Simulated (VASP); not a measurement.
Runs of VASP 6.6.1 on TaC. The structure is that of space group Fm-3m (No. 225), or close to it. The cells are those of the table. 

| cell | gap on the mesh (eV) | pressure (GPa) |
| --- | --- | --- |
| a = 3.058 Å, angles 60.0°, 2 atoms | none | (a) |
| a = 3.265 Å, angles 60.0°, 2 atoms | none | -24.4 |
| a = 3.013 Å, angles 60.0°, 2 atoms | none | 66.5 |
| a = 3.225 Å, angles 60.0°, 2 atoms | none | -15.9 |

Alike in all rows: task single point; level PBE; potentials or basis VASP PAW PBE potentials, release 64 (Ta_pv, C); no spin polarisation; k mesh 11 × 11 × 11; cutoff (eV) 600; smearing fermi-dirac 0.1 eV.

Problem. Fill in the values left out.

Solution. (a) 42.6.

Caveats: spin-orbit coupling is left out, which moves the levels of the heavy elements.

A k mesh can miss the band edges, and the runs leave out spin-orbit coupling on Ta.

A gap of «none» marks levels without a gap at the run's occupations.
